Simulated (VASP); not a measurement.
# CaO (Fm-3m) in VASP: further runs

Runs on CaO. Level: PBEsol. Tasks: single point.

All numbers are computed with VASP 6.6.1; they aren't measurements. Logs are shortened: lines on timing, memory, paths and dates and some standing lists are left out, and cuts for length are marked.

## Step 1: The cell of the first run

Symmetry: Fm-3m, No. 225, cubic system. Conventional cell: a = 5.347 Å, b = 5.347 Å, c = 5.347 Å, α = 90.00°, β = 90.00°, γ = 90.00°. Ca (site symmetry m-3m) has 6 O at 2.67 Å within 3.5 Å. O (site symmetry m-3m) has 6 Ca at 2.67 Å within 3.5 Å.

## Step 2: Single point, PBEsol (S replaced by O, lengths x 0.917, strained)

INCAR

```
SYSTEM = CaO
PREC = Accurate
ENCUT = 600
EDIFF = 1E-6
ISMEAR = 0
SIGMA = 0.1
LREAL = .FALSE.
LASPH = .TRUE.
NELM = 120
ALGO = Normal
ISIF = 2
LWAVE = .FALSE.
LCHARG = .TRUE.
GGA = PS
LELF = .TRUE.
LVHAR = .TRUE.
NBANDS = 15
GGA_COMPAT = .FALSE.
```

KPOINTS

```
regular mesh
0
G
  6 6 6
  0 0 0
```

POSCAR

```
CaO
1.0
    0.0000000000      2.6736756954      2.6736756954
    2.6736756954      0.0000000000      2.6736756954
    2.6736756954      2.6736756954      0.0000000000
Ca O
1 1
Direct
    0.0000000000      0.0000000000      0.0000000000
    0.5000000000      0.5000000000      0.5000000000
```

Potentials or basis: VASP PAW PBE potentials, release 64 (Ca_sv, O).

Run with:

```bash
> cat potpaw_PBE.64/Ca_sv/POTCAR potpaw_PBE.64/O/POTCAR > POTCAR
> mpirun -np 1 vasp_std > vasp.out
```

OUTCAR:

```text
SYSTEM = CaO
   PREC = Accurate
   ENCUT = 600
   EDIFF = 1E-6
   ISMEAR = 0
   LREAL = .FALSE.
   LASPH = .TRUE.
   NELM = 120
   ISIF = 2
   GGA = PS

 ion  position               nearest neighbor table
   1  0.000  0.000  0.000-
   2  0.500  0.500  0.500-

  LATTYP: Found a face centered cubic cell.
 ALAT       =     5.3473513908

  Lattice vectors:

 A1 = (   0.0000000000,   2.6736756954,   2.6736756954)
 A2 = (   2.6736756954,   0.0000000000,   2.6736756954)
 A3 = (   2.6736756954,   2.6736756954,   0.0000000000)

Analysis of symmetry for initial positions (statically):
=====================================================================
 Subroutine PRICEL returns:
 Original cell was already a primitive cell.

 Routine SETGRP: Setting up the symmetry group for a
 face centered cubic supercell.

 Subroutine GETGRP returns: Found 48 space group operations
 (whereof 48 operations were pure point group operations)
 out of a pool of 48 trial point group operations.

The static configuration has the point symmetry O_h .

Analysis of symmetry for dynamics (positions and initial velocities):
=====================================================================
 Subroutine PRICEL returns:
 Original cell was already a primitive cell.

 Routine SETGRP: Setting up the symmetry group for a
 face centered cubic supercell.

 Subroutine GETGRP returns: Found 48 space group operations
 (whereof 48 operations were pure point group operations)
 out of a pool of 48 trial point group operations.

The dynamic configuration has the point symmetry O_h .

 Subroutine INISYM returns: Found 48 space group operations
 (whereof 48 operations are pure point group operations),
 and found     1 'primitive' translations

----------------------------------------------------------------------------------------

                                     Primitive cell

  volume of cell :      38.2258

  direct lattice vectors                    reciprocal lattice vectors
     0.000000000  2.673675695  2.673675695    -0.187008470  0.187008470  0.187008470
     2.673675695  0.000000000  2.673675695     0.187008470 -0.187008470  0.187008470
     2.673675695  2.673675695  0.000000000     0.187008470  0.187008470 -0.187008470

  length of vectors
     3.781148430  3.781148430  3.781148430     0.323908171  0.323908171  0.323908171

  position of ions in fractional coordinates (direct lattice)
     0.000000000  0.000000000  0.000000000
     0.500000000  0.500000000  0.500000000
[... 77 lines left out ...]
   TEBEG  =    0.0;   TEEND  =   0.0 temperature during run
   PSTRESS=    0.0 pullay stress
   NELECT =      16.0000    total number of electrons
   NUPDOWN=      -1.0000    fix difference up-down
   EMIN   =  10.00;   EMAX   =-10.00  energy-range for DOS
   EFERMI =   0.00;   METHOD = LEGACY
   ISMEAR =     0;   SIGMA  =   0.10  broadening in eV -4-tet -1-fermi 0-gaus
   EFERMI_NEDOS =   21; number of points for ismear=-14 and -15
   IALGO  =     38    algorithm
   IMIX   =      4    mixing-type and parameters
     AMIX     =   0.40;   BMIX     =  1.00
     AMIX_MAG =   1.60;   BMIX_MAG =  1.00
  volume/ion in A,a.u.               =      19.11       128.98
  Fermi-wavevector in a.u.,A,eV,Ry     =   1.224605  2.314168 20.404084  1.499658
  Thomas-Fermi vector in A             =   2.359674
   LORBIT       =      0    0 simple, 1 ext, 2 COOP (PROOUT), +10 PAW based schemes
   GGA     = PS    functional components
   LHFCALC =     F    Hartree Fock is set to
   AEXX    =    0.0000 exact exchange contribution
   IVDW    =     0    specifies the selected vdW correction
   LEPSILON=     F    determine dielectric tensor
   LRPA    =     F    only Hartree local field effects (RPA)
 non-spin polarized calculation
 Gauss-broadening in eV      SIGMA  =   0.10
  energy-cutoff  :      600.00
  volume of cell :       38.23
 maximum number of plane-waves:      1303
   NGX = 15   NGY = 15   NGZ = 15

 number of electron      16.0000000 magnetization

 Free energy of the ion-electron system (eV)
  ---------------------------------------------------
  ext. energy  EPLUGINS =         0.00000000
  ---------------------------------------------------
  free energy    TOTEN  =       -12.55721102 eV

  energy without entropy =      -12.55721102  energy(sigma->0) =      -12.55721102

 E-fermi :   1.1487     XC(G=0):  -9.2469

 val. band max:        0.6883356603   @ k =   0.0000   0.0000   0.0000
 cond. band min:       3.1535962124   @ k =   0.0000   0.0000   0.0000
 fundamental gap:      2.4652605520
 Fermi energy:         1.1486989108

 k-point     1 :       0.0000    0.0000    0.0000
  band No.  band energies     occupation
      1     -38.1395      2.00000
      2     -19.1024      2.00000
      3     -19.1024      2.00000
      4     -19.1024      2.00000
      5     -14.2094      2.00000
      6       0.6883      2.00000
      7       0.6883      2.00000
      8       0.6883      2.00000
      9       3.1536      0.00000
     10       6.0074      0.00000
     11       6.0074      0.00000
     12       6.0074      0.00000
     13       7.0490      0.00000
     14       7.0490      0.00000
[... 257 lines left out ...]
      2     -19.2682      2.00000
      3     -19.2084      2.00000
      4     -19.1993      2.00000
      5     -13.9669      2.00000
      6      -0.4490      2.00000
      7      -0.0842      2.00000
      8      -0.0336      2.00000
      9       5.0649      0.00000
     10       6.8542      0.00000
     11       6.9891      0.00000
     12       8.2209      0.00000
     13       8.2797      0.00000
     14      10.4667      0.00000
     15      10.4844      0.00000

------------------------ aborting loop because EDIFF is reached ----------------------------------------

  FORCE on cell =-STRESS in cart. coord.  units (eV):
  Direction    XX          YY          ZZ          XY          YZ          ZX
  --------------------------------------------------------------------------------------
  -------------------------------------------------------------------------------------
  Total       -4.4597876     -4.4597876     -4.4597876      0.0000000      0.0000000     -0.0000000
  in kB     -186.9255096   -186.9255096   -186.9255096      0.0000000      0.0000000     -0.0000000
  external PRESSURE =    -186.9255096 kB  Pullay stress =       0.0000000 kB

 VOLUME and BASIS-vectors are now :
 -----------------------------------------------------------------------------
  energy-cutoff  :      600.00
  volume of cell :       38.23
      direct lattice vectors                 reciprocal lattice vectors
     0.000000000  2.673675695  2.673675695    -0.187008470  0.187008470  0.187008470
     2.673675695  0.000000000  2.673675695     0.187008470 -0.187008470  0.187008470
     2.673675695  2.673675695  0.000000000     0.187008470  0.187008470 -0.187008470

 POSITION                                       TOTAL-FORCE (eV/Angst)
 -----------------------------------------------------------------------------------
      0.00000      0.00000      0.00000        -0.000000      0.000000      0.000000
      2.67368      2.67368      2.67368         0.000000      0.000000     -0.000000
 -----------------------------------------------------------------------------------
    total drift:                                0.000000      0.000000      0.000000

  FREE ENERGIE OF THE ION-ELECTRON SYSTEM (eV)
  ---------------------------------------------------
  free  energy   TOTEN  =       -12.5572110161 eV

  energy  without entropy=      -12.5572110161  energy(sigma->0) =      -12.55721102
```

Run time: 23 s. Hardware: 1 thread of Intel Xeon 8259CL, shared host; peak memory 0.17 GiB.

What came out:

```yaml
Free_energy: -12.5572 eV
Pressure: -18.7 GPa
Band_gap_on_the_k_mesh: 2.47 eV, direct
```

Caveat: the cell differs from its parent crystal (S replaced by O, lengths x 0.917, strained); the PAW data sets were made with another functional, which shifts forces and pressure a little.

## Step 3: Single point, PBEsol (S replaced by O, lengths x 0.917, strained)

INCAR

```
ALGO     = Normal         # electronic algorithm
EDIFF    = 1E-6           # SCF threshold, eV
ENCUT    = 600            # plane-wave cutoff, eV
GGA      = PS             # functional
GGA_COMPAT= False        
ISIF     = 2              # what is computed and relaxed
ISMEAR   = 0              # smearing method
LASPH    = True           # aspherical terms in the spheres
LCHARG   = False          # write CHGCAR
LREAL    = False          # projectors in reciprocal space
LWAVE    = False          # write WAVECAR
NBANDS   = 15             # bands
NELM     = 120            # most SCF steps
PREC     = Accurate       # precision mode
SIGMA    = 0.02           # smearing width, eV
```

KPOINTS

```
k-points
0
Gamma
  10 10 10
```

POSCAR is that of step 2.

Potentials or basis: VASP PAW PBE potentials, release 64 (Ca_sv, O).

Run with:

```bash
> cat potpaw_PBE.64/Ca_sv/POTCAR potpaw_PBE.64/O/POTCAR > POTCAR
> mpirun -np 1 vasp_std > vasp.out
```

Wall time 84 s (1 thread of Intel Xeon 8259CL, shared host); peak memory 0.19 GiB.

It converged, with:

```yaml
Free_energy: -12.5573 eV
Pressure: -18.7 GPa
Band_gap_on_the_k_mesh: 2.47 eV, direct
```

Levels at points of the mesh, in eV from the valence-band top:
```tsv
k point	band 6	band 7	band 8	band 9	band 10	band 11
(0.00, 0.00, 0.00)	0.00	0.00	0.00	2.47	5.32	5.32
(0.50, 0.00, 0.00)	-2.01	-0.72	-0.72	5.58	6.17	6.69
(0.50, 0.50, 0.00)	-1.27	-0.38	-0.38	3.45	5.93	7.14
```

Caveat: the cell differs from its parent crystal (S replaced by O, lengths x 0.917, strained); the PAW data sets were made with another functional, which shifts forces and pressure a little.
